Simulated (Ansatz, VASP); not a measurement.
**CdTe in VASP and in Ansatz**

The input POSCAR:

```
CdTe
1.0
    0.0000000000      3.2050000000      3.2050000000
    3.2050000000      0.0000000000      3.2050000000
    3.2050000000      3.2050000000      0.0000000000
Cd Te
1 1
Direct
    0.0000000000      0.0000000000      0.0000000000
    0.7500000000      0.7500000000      0.7500000000
```

INCAR.step1

```
SYSTEM = CdTe
ALGO     = Normal         ! electronic algorithm
EDIFF    = 1E-4           ! SCF threshold, eV
ENCUT    = 520            ! plane-wave cutoff, eV
GGA      = PE             ! functional
ISMEAR   = -1             ! smearing method
LASPH    = .TRUE.         ! aspherical terms in the spheres
LCHARG   = .FALSE.        ! write CHGCAR
LREAL    = .FALSE.        ! projectors in reciprocal space
LWAVE    = .TRUE.         ! write WAVECAR
NBANDS   = 16             ! bands
NELM     = 60             ! most SCF steps
PREC     = Accurate       ! precision mode
SIGMA    = 0.08           ! smearing width, eV
```

Contents of INCAR.step2:

```
SYSTEM = CdTe
ALGO     = Normal         ! electronic algorithm
EDIFF    = 1E-8           ! SCF threshold, eV
ENCUT    = 520            ! plane-wave cutoff, eV
ISIF     = 2              ! what is computed and relaxed
ISMEAR   = -1             ! smearing method
ISTART   = 1            
LASPH    = .TRUE.         ! aspherical terms in the spheres
LCHARG   = .FALSE.        ! write CHGCAR
LEFG     = .TRUE.       
LMIXTAU  = .TRUE.       
LREAL    = .FALSE.        ! projectors in reciprocal space
LWAVE    = .FALSE.        ! write WAVECAR
METAGGA  = R2SCAN         ! meta-GGA
NBANDS   = 16             ! bands
NELM     = 60             ! most SCF steps
PREC     = Accurate       ! precision mode
SIGMA    = 0.08           ! smearing width, eV
```

KPOINTS

```
k-points
0
G
  10 10 10
  0 0 0
```

Input for Ansatz:

```yaml
crystal:
  lattice:
    - [0.0, 3.205, 3.205]
    - [3.205, 0.0, 3.205]
    - [3.205, 3.205, 0.0]
  atoms:
    - { symbol: Cd, position: [0.0, 0.0, 0.0] }
    - { symbol: Te, position: [0.75, 0.75, 0.75] }
kpoints:
  mp_grid: { grid: [10, 10, 10] }
  band_path:
    path:
      - [0.0, 0.0, 0.0]
      - [-0.5, -0.5, 0.0]
      - [-0.375, -0.375, 0.25]
      - [-0.375, 0.0, 0.375]
      - [0.0, 0.0, 0.0]
      - [0.0, 0.0, 0.5]
      - [-0.5, -0.25, 0.25]
      - [-0.5, -0.5, 0.0]
    npoints: 5
scf:
  occupations: { method: fermi_dirac, width: 0.08 }
hamiltonian:
  xc: r2scan
  pseudopotentials: { kind: paw }
output:
  forces: true
  stress: true
  eigenvalues: true
  efg: { contact_densities: true }
```

Alike in both runs: task electric field gradients; functional r2SCAN; k mesh 10 × 10 × 10; occupations fermi-dirac, width 0.08 eV; no spin polarisation.

|  | VASP | Ansatz |
| --- | --- | --- |
| version | VASP 6.6.1 | Ansatz 0.2.0 |
| potentials or method | VASP PAW PBE potentials, release 64 (Cd, Te) | PAW with Ansatz's default frozen-core files, scalar-relativistic |
| plane-wave cutoff (eV) | 520 | 500 |
| valence electrons in the cell | 18 | 36 |

|  | VASP | Ansatz | Ansatz less VASP |
| --- | --- | --- | --- |
| pressure (GPa) | 3.4 | 3.2 | -0.13 |

VASP's potentials were made for PBE, not for r2SCAN. VASP's potentials hold 18 valence electrons a cell and Ansatz's 36, so a difference there can come from the potentials and not from the codes.

Spin-orbit coupling is off throughout.
